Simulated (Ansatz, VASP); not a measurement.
Given: the input of a run of Ansatz 0.2.0 on MnO2.

The input input.yaml:

```yaml
crystal:
  lattice:
    - [1.4378949485, 0.8301690355, 4.6142895739]
    - [-1.4378949485, 0.8301690355, 4.6142895739]
    - [0.0, -1.6603380711, 4.6142895739]
  atoms:
    - { symbol: Mn, position: [0.0, 0.0, 0.0], spin: 4.0 }
    - { symbol: O, position: [0.73563551, 0.73563551, 0.73563551] }
    - { symbol: O, position: [0.26436449, 0.26436449, 0.26436449] }
hamiltonian:
  xc: pbesol
  pseudopotentials: { kind: paw }
magnetization:
  spin_polarized: true
kpoints:
  mp_grid: { grid: [11, 11, 11] }
scf:
  occupations: { method: fermi_dirac, width: 0.05 }
output:
  forces: true
  stress: true
  eigenvalues: true
```

Potentials or basis: Ansatz PAW.

The run is started by

```console
$ ansatz run input.yaml --threads 1 --pin off --max-ram 3584MiB --backend cpu --events-out ev --progress --plain --runs-dir out
```

**Question.** Translate it to VASP 6.6.1. Potentials there: VASP PAW PBE potentials, release 64 (Mn_pv, O).

**Answer.** As run (the cutoff follows the program's own potentials):

Contents of INCAR:

```
SYSTEM = MnO2
PREC = Accurate
ENCUT = 520
EDIFF = 1E-7
ISMEAR = -1
SIGMA = 0.05
LREAL = .FALSE.
LASPH = .TRUE.
NELM = 150
ALGO = Normal
ISIF = 2
LWAVE = .FALSE.
LCHARG = .TRUE.
ISPIN = 2
MAGMOM = 4 0 0
LORBIT = 11
LMAXMIX = 4
GGA = PS
LELF = .TRUE.
LVHAR = .TRUE.
NBANDS = 24
```

KPOINTS

```
Automatic mesh
0
G
  11 11 11
  0 0 0
```

POSCAR

```
MnO2
1.0
    1.4378949485      0.8301690355      4.6142895739
   -1.4378949485      0.8301690355      4.6142895739
    0.0000000000     -1.6603380711      4.6142895739
Mn O
1 2
Direct
    0.0000000000      0.0000000000      0.0000000000
    0.7356355100      0.7356355100      0.7356355100
    0.2643644900      0.2643644900      0.2643644900
```

Potentials or basis: VASP PAW PBE potentials, release 64 (Mn_pv, O).

Launch:

```console
$ cat potpaw_PBE.64/Mn_pv/POTCAR potpaw_PBE.64/O/POTCAR > POTCAR
$ mpirun -np 1 vasp_std > vasp.out
```

Both were run:

|  | VASP | Ansatz | Ansatz less VASP |
| --- | --- | --- | --- |
| gap on the k mesh at the Fermi level (eV) | 0.80 | 0.84 | +0.035 |
| least direct gap on the mesh (eV) | 0.87 | 0.91 | +0.035 |
| pressure (GPa) | -4.8 | -5.7 | -0.89 |
| traceless stress, the component that is largest in VASP (GPa) | 2.09 | 2.48 | +0.388 |
| rms of the force components (eV/Å) | 0.167 | 0.204 | +0.0369 |
| net moment per atom (μB) | 1.00 | 1.00 | 0.000 |
| size of the moment on the site where the two differ most (μB) | 2.86 | 2.51 | -0.341 |

VASP's potentials were made for PBE, not for PBEsol. Site moments also hang on the region over which each program counts them. Atom by atom the forces differ by 0.037 eV/Å (rms over components). VASP's potentials hold 25 valence electrons a cell and Ansatz's 27, so a difference there can come from the potentials and not from the codes.

Noted on Ansatz's run: odd divisions of the mesh miss points on the zone boundary, where band edges often lie, so the gap on the mesh can be too wide.
